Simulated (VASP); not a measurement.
# Na3TeH (Pm-3m) in VASP: a series of runs

The runs below take Na3TeH through single point, with PBE.

Program: VASP 6.6.1. These are calculated values, not measurements. Logs are shortened: lines on timing, memory, paths and dates and some standing lists are left out, and cuts for length are marked.

**1. The cell of the first run**

Symmetry: Pm-3m, No. 221, cubic system. Conventional cell: a = 5.214 Å, b = 5.214 Å, c = 5.214 Å, α = 90.00°, β = 90.00°, γ = 90.00°. Na (site symmetry 4/mmm) has 2 H at 2.61 Å within 3.4 Å. Te (site symmetry m-3m) has 12 Na at 3.69 Å and 8 H at 4.52 Å within 4.8 Å. Within 3.4 Å of H (site symmetry m-3m) lie 6 Na at 2.61 Å.

**2. Single point, PBE**

INCAR reads:

```
SYSTEM = Na3TeH
  ALGO = Normal
  EDIFF = 1E-7
  ENCUT = 520
  GGA = PE
  ISIF = 2
  ISMEAR = 0
  LASPH = .TRUE.
  LCHARG = .FALSE.
  LREAL = .FALSE.
  LWAVE = .FALSE.
  NBANDS = 22
  NELM = 80
  PREC = Accurate
  SIGMA = 0.1
```

KPOINTS reads:

```
k-points
0
G
  4 4 4
  0 0 0
```

POSCAR reads:

```
Na3TeH
1.0
    5.2138968000      0.0000000000      0.0000000000
    0.0000000000      5.2138968000      0.0000000000
    0.0000000000      0.0000000000      5.2138968000
Na Te H
3 1 1
Direct
    0.5000000000      0.0000000000      0.0000000000
    0.0000000000      0.5000000000      0.0000000000
    0.0000000000      0.0000000000      0.5000000000
    0.5000000000      0.5000000000      0.5000000000
    0.0000000000      0.0000000000      0.0000000000
```

Potentials or basis: VASP PAW PBE potentials, release 64 (Na_pv, Te, H).

Launch:

```sh
> cat potpaw_PBE.64/Na_pv/POTCAR potpaw_PBE.64/Te/POTCAR potpaw_PBE.64/H/POTCAR > POTCAR
> mpirun -np 1 vasp_std > vasp.out
```

OUTCAR:

```text
SYSTEM = Na3TeH
   EDIFF = 1E-7
   ENCUT = 520
   GGA = PE
   ISIF = 2
   ISMEAR = 0
   LASPH = .TRUE.
   LREAL = .FALSE.
   NELM = 80
   PREC = Accurate

 ion  position               nearest neighbor table
   1  0.500  0.000  0.000-
   2  0.000  0.500  0.000-
   3  0.000  0.000  0.500-
   4  0.500  0.500  0.500-
   5  0.000  0.000  0.000-

  LATTYP: Found a simple cubic cell.
 ALAT       =     5.2138968000

  Lattice vectors:

 A1 = (   5.2138968000,   0.0000000000,   0.0000000000)
 A2 = (   0.0000000000,   5.2138968000,   0.0000000000)
 A3 = (   0.0000000000,   0.0000000000,   5.2138968000)

Analysis of symmetry for initial positions (statically):
=====================================================================
 Subroutine PRICEL returns:
 Original cell was already a primitive cell.

 Routine SETGRP: Setting up the symmetry group for a
 simple cubic supercell.

 Subroutine GETGRP returns: Found 48 space group operations
 (whereof 48 operations were pure point group operations)
 out of a pool of 48 trial point group operations.

The static configuration has the point symmetry O_h .

Analysis of symmetry for dynamics (positions and initial velocities):
=====================================================================
 Subroutine PRICEL returns:
 Original cell was already a primitive cell.

 Routine SETGRP: Setting up the symmetry group for a
 simple cubic supercell.

 Subroutine GETGRP returns: Found 48 space group operations
 (whereof 48 operations were pure point group operations)
 out of a pool of 48 trial point group operations.

The dynamic configuration has the point symmetry O_h .

 Subroutine INISYM returns: Found 48 space group operations
 (whereof 48 operations are pure point group operations),
 and found     1 'primitive' translations

----------------------------------------------------------------------------------------

                                     Primitive cell

  volume of cell :     141.7383

  direct lattice vectors                    reciprocal lattice vectors
[... 73 lines left out ...]
   LNONCOLLINEAR =      F non collinear calculations
   LSORBIT =      F    spin-orbit coupling
   LASPH  =      T    aspherical Exc in radial PAW
   ENCUT  =  520.0 eV  38.22 Ry    6.18 a.u.   9.69  9.69  9.69*2*pi/ulx,y,z
   NELM   =     80;   NELMIN=  2; NELMDL= -5     # of ELM steps
   EDIFF  = 0.1E-06   stopping-criterion for ELM
   LREAL  =      F    real-space projection
   EDIFFG = 0.1E-05   stopping-criterion for IOM
   NSW    =      0    number of steps for IOM
   IBRION =     -1    ionic relax: 0-MD 1-quasi-New 2-CG
   NFREE  =      0    steps in history (QN), initial steepest desc. (CG)
   ISIF   =      2    stress and relaxation
   ISYM   =      2    0-nonsym 1-usesym 2-fastsym
   POTIM  = 0.5000    time-step for ionic-motion
   TEBEG  =    0.0;   TEEND  =   0.0 temperature during run
   PSTRESS=    0.0 pullay stress
   NELECT =      28.0000    total number of electrons
   NUPDOWN=      -1.0000    fix difference up-down
   EMIN   =  10.00;   EMAX   =-10.00  energy-range for DOS
   EFERMI =   0.00;   METHOD = LEGACY
   ISMEAR =     0;   SIGMA  =   0.10  broadening in eV -4-tet -1-fermi 0-gaus
   EFERMI_NEDOS =   21; number of points for ismear=-14 and -15
   IALGO  =     38    algorithm
   IMIX   =      4    mixing-type and parameters
     AMIX     =   0.40;   BMIX     =  1.00
     AMIX_MAG =   1.60;   BMIX_MAG =  1.00
  volume/ion in A,a.u.               =      28.35       191.30
  Fermi-wavevector in a.u.,A,eV,Ry     =   0.953451  1.801761 12.368634  0.909069
  Thomas-Fermi vector in A             =   2.082107
   LORBIT       =      0    0 simple, 1 ext, 2 COOP (PROOUT), +10 PAW based schemes
   GGA     = PE    functional components
   LHFCALC =     F    Hartree Fock is set to
   AEXX    =    0.0000 exact exchange contribution
   IVDW    =     0    specifies the selected vdW correction
   LEPSILON=     F    determine dielectric tensor
   LRPA    =     F    only Hartree local field effects (RPA)
 non-spin polarized calculation
 Gauss-broadening in eV      SIGMA  =   0.10
  energy-cutoff  :      520.00
  volume of cell :      141.74
 maximum number of plane-waves:      3840
 NGX is ok and might be reduce to    40
   NGX = 19   NGY = 19   NGZ = 19

 number of electron      28.0000055 magnetization

 Free energy of the ion-electron system (eV)
  ---------------------------------------------------
  ext. energy  EPLUGINS =         0.00000000
  ---------------------------------------------------
  free energy    TOTEN  =       -13.16558341 eV

  energy without entropy =      -13.16558341  energy(sigma->0) =      -13.16558341

 E-fermi :   0.7644     XC(G=0):  -7.2007

 val. band max:        0.2836046945   @ k =   0.5000   0.5000   0.0000
 cond. band min:       2.1961634625   @ k =   0.5000   0.0000   0.0000
 fundamental gap:      1.9125587679
 Fermi energy:         0.7643634664

 k-point     1 :       0.0000    0.0000    0.0000
  band No.  band energies     occupation
      1     -23.5032      2.00000
      2     -23.5032      2.00000
      3     -23.5032      2.00000
      4     -23.4920      2.00000
      5     -23.4920      2.00000
      6     -23.4920      2.00000
[... 239 lines left out ...]
     21       8.4864      0.00000
     22       9.3159      0.00000

------------------------ aborting loop because EDIFF is reached ----------------------------------------

  FORCE on cell =-STRESS in cart. coord.  units (eV):
  Direction    XX          YY          ZZ          XY          YZ          ZX
  --------------------------------------------------------------------------------------
  -------------------------------------------------------------------------------------
  Total       -3.2993594     -3.2993594     -3.2993594      0.0000000      0.0000000      0.0000000
  in kB      -37.2951975    -37.2951975    -37.2951975      0.0000000      0.0000000      0.0000000
  external PRESSURE =     -37.2951975 kB  Pullay stress =       0.0000000 kB

 VOLUME and BASIS-vectors are now :
 -----------------------------------------------------------------------------
  energy-cutoff  :      520.00
  volume of cell :      141.74
      direct lattice vectors                 reciprocal lattice vectors
     5.213896800  0.000000000  0.000000000     0.191795127  0.000000000  0.000000000
     0.000000000  5.213896800  0.000000000     0.000000000  0.191795127  0.000000000
     0.000000000  0.000000000  5.213896800     0.000000000  0.000000000  0.191795127

 POSITION                                       TOTAL-FORCE (eV/Angst)
 -----------------------------------------------------------------------------------
      2.60695      0.00000      0.00000         0.000000      0.000000      0.000000
      0.00000      2.60695      0.00000         0.000000      0.000000      0.000000
      0.00000      0.00000      2.60695         0.000000      0.000000      0.000000
      2.60695      2.60695      2.60695         0.000000      0.000000      0.000000
      0.00000      0.00000      0.00000         0.000000      0.000000      0.000000
 -----------------------------------------------------------------------------------
    total drift:                               -0.000000      0.000000     -0.000000

  FREE ENERGIE OF THE ION-ELECTRON SYSTEM (eV)
  ---------------------------------------------------
  free  energy   TOTEN  =       -13.1655834100 eV

  energy  without entropy=      -13.1655834100  energy(sigma->0) =      -13.16558341
```

OSZICAR:

```text
N       E                     dE             d eps       ncg     rms          rms(c)
DAV:   1     0.211098157175E+03    0.21110E+03   -0.13425E+04   440   0.120E+03
DAV:   2     0.123005077571E+01   -0.20987E+03   -0.20340E+03   440   0.323E+02
DAV:   3    -0.135663644329E+02   -0.14796E+02   -0.14687E+02   554   0.986E+01
DAV:   4    -0.139738204042E+02   -0.40746E+00   -0.40720E+00   470   0.153E+01
DAV:   5    -0.139880576613E+02   -0.14237E-01   -0.14237E-01   632   0.283E+00    0.391E+00
DAV:   6    -0.132974239326E+02    0.69063E+00   -0.72972E-01   530   0.345E+00    0.193E+00
DAV:   7    -0.131568583967E+02    0.14057E+00   -0.52383E-01   546   0.245E+00    0.898E-01
DAV:   8    -0.131647346943E+02   -0.78763E-02   -0.22794E-02   470   0.919E-01    0.201E-01
DAV:   9    -0.131654662405E+02   -0.73155E-03   -0.27176E-03   500   0.313E-01    0.116E-01
DAV:  10    -0.131655751253E+02   -0.10888E-03   -0.29582E-04   512   0.109E-01    0.396E-02
DAV:  11    -0.131655842849E+02   -0.91596E-05   -0.65715E-05   470   0.585E-02    0.118E-02
DAV:  12    -0.131655832980E+02    0.98689E-06   -0.65650E-06   482   0.108E-02    0.879E-03
DAV:  13    -0.131655833256E+02   -0.27563E-07   -0.21376E-06   480   0.919E-03    0.390E-03
DAV:  14    -0.131655834100E+02   -0.84400E-07   -0.48366E-08   318   0.218E-03
   1 F= -.13165583E+02 E0= -.13165583E+02  d E =-.243204E-12
```

stdout:

```text
POSCAR found type information on POSCAR NaTeH
 POSCAR found :  3 types and       5 ions
 scaLAPACK will be used
 LDA part: xc-table for (Slater+PW92), standard interpolation
 POSCAR, INCAR and KPOINTS ok, starting setup
 FFT: planning ... GRIDC
 FFT: planning ... GRID_SOFT
 FFT: planning ... GRID
 WAVECAR not read
 entering main loop
```

Wall time 44 s (1 thread of Intel Xeon 8259CL, shared host); peak memory 0.25 GiB.

Results:

```
Free energy            : -13.1656 eV
Pressure               : -3.7 GPa
Band gap on the k mesh : 1.91 eV (least direct gap 2.05 eV)
```

Caveat: the cell stands under tension; spin-orbit coupling is left out, which moves the levels of the heavy elements. A k mesh can miss the band edges.

**3. Single point, PBE**

This run uses another cell than the first one, of 21.57 Å³/atom.

INCAR reads:

```
SYSTEM = Na3TeH
PREC = Accurate
ENCUT = 520
EDIFF = 1E-7
ISMEAR = 0
SIGMA = 0.02
LREAL = .False.
LASPH = .True.
NELM = 100
ALGO = Normal
ISIF = 2
LWAVE = .False.
LCHARG = .False.
GGA = PE
NBANDS = 22
```

KPOINTS reads:

```
Automatic mesh
0
Gamma
  6 6 6
  0 0 0
```

POSCAR, as its differences from that of step 2:

```diff
@@ -2,5 +2,5 @@
 1.0
-    5.2138968000      0.0000000000      0.0000000000
-    0.0000000000      5.2138968000      0.0000000000
-    0.0000000000      0.0000000000      5.2138968000
+    4.7600275683      0.0000000000      0.0000000000
+    0.0000000000      4.7600275683      0.0000000000
+    0.0000000000      0.0000000000      4.7600275683
 Na Te H
```

Potentials or basis: VASP PAW PBE potentials, release 64 (Na_pv, Te, H).

Launch:

```sh
> cat potpaw_PBE.64/Na_pv/POTCAR potpaw_PBE.64/Te/POTCAR potpaw_PBE.64/H/POTCAR > POTCAR
> mpirun -np 1 vasp_std > vasp.out
```

Run time: 50 s. Hardware: 1 thread of Intel Xeon 8259CL, shared host; peak memory 0.22 GiB.

It converged, with:

| Quantity | Value |
| --- | --- |
| Free energy | -13.6677 eV |
| Pressure | 0.0 GPa |
| Band gap on the k mesh | 2.63 eV (least direct gap 2.81 eV) |

Levels at points of the mesh, in eV from the valence-band top:
| k point | band 11 | band 12 | band 13 | band 14 | band 15 | band 16 | band 17 | band 18 |
| --- | --- | --- | --- | --- | --- | --- | --- | --- |
| (0.00, 0.00, 0.00) | -2.55 | -0.41 | -0.41 | -0.41 | 4.13 | 4.13 | 4.21 | 6.75 |
| (0.50, 0.00, 0.00) | -3.25 | -0.61 | -0.18 | -0.18 | 2.63 | 4.79 | 4.95 | 4.95 |
| (0.50, 0.50, 0.00) | -2.23 | -1.84 | -1.84 | 0.00 | 4.49 | 4.94 | 5.75 | 5.75 |
| (0.50, 0.50, 0.50) | -1.88 | -1.39 | -1.39 | -1.39 | 2.80 | 2.80 | 2.80 | 9.05 |

Caveat: spin-orbit coupling is left out, which moves the levels of the heavy elements.
